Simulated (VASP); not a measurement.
Set up this calculation in VASP 6.6.1, as the native input.

```yaml
Task: single point
Functional: PBE
Potentials_or_basis: VASP PAW PBE potentials, release 64 (Ga_d, N)
Cutoff: 520 eV
k_mesh: 6 × 6 × 4
Occupations: gaussian, width 0.01 eV
Spin: no spin polarisation
Dipole_correction: no
Further_INCAR_settings: ALGO = Normal; EDIFF = 1e-06; NBANDS = 26
```

The structure of GaN lies in POSCAR:

```
GaN
1.0
    3.1831495813      0.0000000000      0.0000000000
   -1.5915747906      2.7566884014      0.0000000000
    0.0000000000      0.0000000000      5.1836255286
Ga N
2 2
Direct
    0.3333333333      0.6666666667     -0.0008868509
    0.6666666667      0.3333333333      0.4991131491
    0.3333333333      0.6666666667      0.3758868509
    0.6666666667      0.3333333333      0.8758868509
```

These files were run (other wordings do the same):

INCAR

```
PREC = Accurate ; ENCUT = 520
EDIFF = 1E-6 ; ISMEAR = 0
SIGMA = 0.01 ; LREAL = F
LASPH = T ; NELM = 60
ALGO = Normal ; ISIF = 2
LWAVE = F ; LCHARG = F
GGA = PE ; NBANDS = 26
```

KPOINTS

```
regular mesh
0
Gamma
  6 6 4
```

Potentials or basis: VASP PAW PBE potentials, release 64 (Ga_d, N).

The run is started by

```bash
$ cat potpaw_PBE.64/Ga_d/POTCAR potpaw_PBE.64/N/POTCAR > POTCAR
$ mpirun -np 1 vasp_std > vasp.out
```

It gave:

```yaml
Pressure: 6.3 GPa
Largest_force: 0.004 eV/Å
Band_gap_on_the_k_mesh: 1.94 eV, direct
```

Wall time 22 s on 1 thread of Intel(R) Xeon(R) Platinum 8259CL CPU @ 2.50GHz (Skylake/Cascade Lake), on a shared host, peak memory 0.16 GiB.
